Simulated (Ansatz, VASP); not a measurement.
**Hg3Se2S in VASP and in Ansatz**

INCAR

```
PREC     = Accurate       # precision mode
ENCUT    = 600            # plane-wave cutoff, eV
EDIFF    = 1E-7           # SCF threshold, eV
ISMEAR   = 0              # smearing method
SIGMA    = 0.03           # smearing width, eV
LREAL    = False          # projectors in reciprocal space
LASPH    = True           # aspherical terms in the spheres
NELM     = 60             # most SCF steps
ALGO     = Normal         # electronic algorithm
ISIF     = 3              # what is computed and relaxed
LWAVE    = False          # write WAVECAR
LCHARG   = False          # write CHGCAR
GGA      = CA             # functional
IBRION   = 2              # ionic algorithm
NSW      = 80             # ionic steps
EDIFFG   = -0.005         # ionic threshold
```

The input KPOINTS:

```
Automatic mesh
0
Gamma
  9 9 4
```

Contents of POSCAR:

```
Hg3Se2S
1.0
    4.2638538906      0.0000000000      0.0000000000
   -2.1319269453      3.6926057872      0.0000000000
    0.0000000000      0.0000000000     10.4442663696
Hg S Se
3 1 2
Direct
    0.0000000000      0.0000000000      0.0000000000
    0.3333333333      0.6666666667      0.3333333333
    0.6666666667      0.3333333333      0.6666666667
    0.0000000000      0.0000000000      0.2500000000
    0.3333333333      0.6666666667      0.5833333333
    0.6666666667      0.3333333333      0.9166666667
```

Input for Ansatz:

```yaml
crystal:
  lattice:
    - [4.2638538906, 0.0, 0.0]
    - [-2.1319269453, 3.6926057872, 0.0]
    - [0.0, 0.0, 10.4442663696]
  atoms:
    - { symbol: Hg, position: [0.0, 0.0, 0.0] }
    - { symbol: Hg, position: [0.3333333333, 0.6666666667, 0.3333333333] }
    - { symbol: Hg, position: [0.6666666667, 0.3333333333, 0.6666666667] }
    - { symbol: S, position: [0.0, 0.0, 0.25] }
    - { symbol: Se, position: [0.3333333333, 0.6666666667, 0.5833333333] }
    - { symbol: Se, position: [0.6666666667, 0.3333333333, 0.9166666667] }
scf:
  occupations: { method: gaussian, width: 0.03 }
output:
  forces: true
  stress: true
  eigenvalues: true
kpoints:
  mp_grid: { grid: [9, 9, 4] }
hamiltonian:
  xc: lda
relax:
  f_tol: 0.005
  max_steps: 60
  cell: { stress_tol: 0.03 }
```

Alike in both runs: task relaxation of cell and atoms; functional LDA; k mesh 9 × 9 × 4; occupations gaussian, width 0.03 eV; no spin polarisation.

|  | VASP | Ansatz |
| --- | --- | --- |
| version | VASP 6.6.1 | Ansatz 0.2.0 |
| potentials or method | VASP PAW LDA potentials, release 64 (Hg, S, Se) | scalar-relativistic, plane waves, PAW |
| plane-wave cutoff (eV) | 600 | 420 |
| valence electrons in the cell | 54 | 98 |

```csv
,VASP,Ansatz,Ansatz less VASP
"gap on the k mesh at the Fermi level, each at its own relaxed structure (eV)",none,none,-
relaxed volume (Å³/atom),26.97,26.72,-0.247
relaxed length of the cell vector where the two differ most in proportion (Å),4.238,4.225,-0.0135
```

LDA's correlation is that of Perdew and Zunger in VASP and of Perdew and Wang (1992) in Ansatz. A gap of «none» marks a metal or a gap that the smearing closes. VASP's potentials hold 54 valence electrons a cell and Ansatz's 98, so a difference there can come from the potentials and not from the codes.

Neither program's run includes spin-orbit coupling.
